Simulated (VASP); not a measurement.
Here is a VASP 6.6.1 calculation.

File POSCAR:

```
Sn
1.0
   -1.8662320419      1.8662320419      1.8378122646
    1.8662320419     -1.8662320419      1.8378122646
    1.8662320419      1.8662320419     -1.8378122646
Sn
1
Direct
    0.0000000000      0.0000000000      0.0000000000
```

Contents of INCAR.step1:

```
PREC = Accurate
ENCUT = 520
ISMEAR = 0
SIGMA = 0.15
LREAL = False
LASPH = True
NELM = 100
NBANDS = 13
GGA = PE
ALGO = Normal
EDIFF = 1E-4
LWAVE = True
LCHARG = False
```

The input INCAR.step2:

```
PREC = Accurate
ENCUT = 520
EDIFF = 1E-6
ISMEAR = 0
SIGMA = 0.15
LREAL = False
LASPH = True
NELM = 100
ALGO = Normal
ISIF = 2
LWAVE = False
LCHARG = False
METAGGA = R2SCAN
LMIXTAU = True
NBANDS = 13
ISTART = 1
```

File KPOINTS:

```
Automatic mesh
0
Gamma
  18 18 18
```

Potentials or basis: VASP PAW PBE potentials, release 64 (Sn_d).

Command:

```bash
$ cat potpaw_PBE.64/Sn_d/POTCAR > POTCAR
$ cp INCAR.step1 INCAR
$ mpirun -np 1 vasp_std > vasp.out
$ cp INCAR.step2 INCAR
$ mpirun -np 1 vasp_std > vasp.out
```

(1) What does it give for the pressure?

(2) What does it give for the band gap on the k mesh?

Results:

(1) 3.1 GPa.

(2) zero (bands 7 and 8 overlap by 11.81 eV).

Caveat: the cell differs from its parent crystal (strain -0.015 along x and y, -0.030 along z); the cell stands under pressure; the PAW data sets were made with another functional, which shifts forces and pressure a little; spin-orbit coupling is left out, which moves the levels of the heavy elements.
